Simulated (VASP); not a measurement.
Pt:

```
Pt
1.0
     2.89377    0.00000    0.00000
    -1.44689    2.50608    0.00000
     0.00000    0.00000    9.33299
Pt
4
Direct
  0.00000 0.00000 0.00000
  0.00000 0.00000 0.50000
  0.33333 0.66667 0.75000
  0.66667 0.33333 0.25000
```

| Quantity | Value |
| --- | --- |
| Program | VASP 6.6.1 |
| Task | relaxation of cell and atoms |
| Functional | PBE |
| Potentials or basis | VASP PAW PBE potentials, release 64 (Pt) |
| Cutoff | 600 eV |
| k mesh | 6 × 6 × 2 |
| Occupations | gaussian, width 0.1 eV |
| Spin | no spin polarisation |

At the start: pressure -15.7 GPa; volume 16.92 Å³/atom.

Question: How do energy, volume and symmetry change on relaxing?

Answer: Over 11 steps the energy falls by 81.0 meV/atom and the volume is 15.63 Å³/atom (-7.6 %); space group P6_3/mmc (No. 194, to 0.05 Å).

Step by step:
| step | energy change (eV) | largest force (eV/Å) | pressure (GPa) | volume (Å³) |
| --- | --- | --- | --- | --- |
| 1 | 0.0000 | 0.0000 | -15.69 | 67.68 |
| 2 | 1.3704 | 0.0000 | 66.41 | 52.70 |
| 3 | -0.2883 | 0.0000 | -0.51 | 62.64 |
| 4 | -0.2889 | 0.0000 | 0.15 | 62.48 |
| 5 | -0.2889 | 0.0000 | 0.56 | 62.38 |
| 6 | -0.3172 | 0.0000 | 0.73 | 62.31 |
| 7 | -0.3198 | 0.0000 | 1.34 | 62.23 |
| 8 | -0.3232 | 0.0000 | 0.97 | 62.27 |
| 9 | -0.3234 | 0.0000 | 1.02 | 62.27 |
| 10 | -0.3195 | 0.0000 | -2.35 | 63.14 |
| 11 | -0.3242 | 0.0000 | 0.04 | 62.52 |

Final structure:
```
CELL_PARAMETERS angstrom
2.77386 0.00000 0.00000
-1.38693 2.40223 0.00000
0.00000 0.00000 9.38235
ATOMIC_POSITIONS crystal
Pt 0.00000 0.00000 0.00000
Pt 0.00000 0.00000 0.50000
Pt 0.33333 0.66667 0.75000
Pt 0.66667 0.33333 0.25000
```

Caveat: the k points lie up to 0.44 Å⁻¹ apart in the final cell.
